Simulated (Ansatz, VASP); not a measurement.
## Two plane-wave programs on MnO

File POSCAR:

```
MnO
1.0
    0.0000000000      2.2675248097      2.2675248097
    2.2675248097      0.0000000000      2.2675248097
    2.2675248097      2.2675248097      0.0000000000
Mn O
1 1
Direct
    0.0000000000      0.0000000000      0.0000000000
    0.5000000000      0.5000000000      0.5000000000
```

INCAR.step1

```
PREC = Accurate ; ENCUT = 520
ISMEAR = -1 ; SIGMA = 0.05
LREAL = F ; LASPH = T
NELM = 150 ; ISPIN = 2
MAGMOM = 4 0 ; LMAXMIX = 4
NBANDS = 20 ; GGA = PE
ALGO = Normal ; EDIFF = 1E-4
LWAVE = T ; LCHARG = F
```

The input INCAR.step2:

```
PREC = Accurate ; ENCUT = 520
EDIFF = 1E-6 ; ISMEAR = -1
SIGMA = 0.05 ; LREAL = F
LASPH = T ; NELM = 150
ALGO = Normal ; ISIF = 2
LWAVE = F ; LCHARG = F
ISPIN = 2 ; MAGMOM = 4 0
LORBIT = 11 ; LMAXMIX = 4
METAGGA = R2SCAN ; LMIXTAU = T
IVDW = 13 ; VDW_S6 = 1.0
VDW_S8 = 0.6018749 ; VDW_A1 = 0.51559235
VDW_A2 = 5.77342911 ; NBANDS = 20
ISTART = 1
```

Contents of KPOINTS:

```
Automatic mesh
0
Gamma
  10 10 10
```

Contents of input.yaml:

```yaml
crystal:
  lattice:
    - [0.0, 2.2675248097, 2.2675248097]
    - [2.2675248097, 0.0, 2.2675248097]
    - [2.2675248097, 2.2675248097, 0.0]
  atoms:
    - { symbol: Mn, position: [0.0, 0.0, 0.0], spin: 4.0 }
    - { symbol: O, position: [0.5, 0.5, 0.5] }
hamiltonian:
  xc: r2scan
  pseudopotentials: { kind: paw }
  dispersion: d4
magnetization:
  spin_polarized: true
kpoints:
  mp_grid: { grid: [10, 10, 10] }
scf:
  occupations: { method: fermi_dirac, width: 0.05 }
output:
  forces: true
  stress: true
  eigenvalues: true
```

Alike in both runs: task single point; functional r2SCAN; dispersion D4; k mesh 10 × 10 × 10; occupations fermi-dirac, width 0.05 eV; collinear spin.

|  | VASP | Ansatz |
| --- | --- | --- |
| version | VASP 6.6.1 | Ansatz 0.2.0 |
| potentials or method | VASP PAW PBE potentials, release 64 (Mn_pv, O) | Ansatz PAW |
| plane-wave cutoff (eV) | 520 | 500 |
| valence electrons in the cell | 19 | 21 |

Ansatz gave:

```
gap on the k mesh at the Fermi level (eV)                     : none
pressure (GPa)                                                : -9.4
net moment per atom (μB)                                      : 2.50
size of the moment on the site where the two differ most (μB) : 4.31
```

Question: Estimate VASP's values.

Answer: gap on the k mesh at the Fermi level (eV): none; pressure (GPa): -9.3; net moment per atom (μB): 2.50; size of the moment on the site where the two differ most (μB): 4.56.

VASP's potentials were made for PBE, not for r2SCAN. Site moments also hang on the region over which each program counts them. A gap of «none» marks a metal or a gap that the smearing closes. VASP's potentials hold 19 valence electrons a cell and Ansatz's 21, so a difference there can come from the potentials and not from the codes.

Noted on Ansatz's run: the magnetic or orbital state may not be the lowest.
